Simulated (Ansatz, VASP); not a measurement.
# One calculation of Al2H3, two programs

```
CELL_PARAMETERS angstrom
1.58383 0.91442 5.20194
-1.58383 0.91442 5.20194
0.00000 -1.82885 5.20194
ATOMIC_POSITIONS crystal
Al 0.40897 0.40897 0.40897
Al 0.59103 0.59103 0.59103
H 0.00000 0.00000 0.00000
H 0.22083 0.22083 0.22083
H 0.77917 0.77917 0.77917
```

Alike in both runs: functional PBE; k mesh 12 × 12 × 12; occupations gaussian, width 0.1 eV; no spin polarisation.

Ansatz relaxed the structure, and its values are those at the end. VASP's run is a single point on that final structure, the one shown.

```csv
,VASP,Ansatz
version,VASP 6.6.1,Ansatz 0.2.0
potentials or method,"VASP PAW PBE potentials, release 64 (Al, H), cutoff 520 eV","scalar-relativistic, plane waves, PAW"
valence electrons in the cell,9,9
```

```csv
,VASP,Ansatz,Ansatz less VASP
gap on the k mesh at the Fermi level (eV),none,none,-
pressure (GPa),-0.1,0.0,+0.13
```

A gap of «none» marks a metal or a gap that the smearing closes. The functional is the same, so the differences come from potentials, cutoffs and numerics.
